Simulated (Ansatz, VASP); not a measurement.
# Au: VASP beside Ansatz

```
Au
1.0
    -1.65080    1.65080    1.65080
     1.65080   -1.65080    1.65080
     1.65080    1.65080   -1.65080
Au
1
Direct
  0.00000 0.00000 0.00000
```

Alike in both runs: functional PBE; k mesh 18 × 18 × 18; occupations fermi-dirac, width 0.05 eV; no spin polarisation.

Ansatz relaxed the structure, and its values are those at the end. VASP's run is a single point on that final structure, the one shown.

```csv
,VASP,Ansatz
version,VASP 6.6.1,Ansatz 0.2.0
potentials or method,"VASP PAW PBE potentials, release 64 (Au), cutoff 520 eV","all-electron LAPW, scalar-relativistic"
```

Ansatz gave:

```
pressure (GPa) : 0.0
```

Task: Which values does VASP return?

Result: Pressure (GPa): -0.2.

Ansatz ran all-electron here, and VASP with PAW potentials.

Spin-orbit coupling is off throughout.
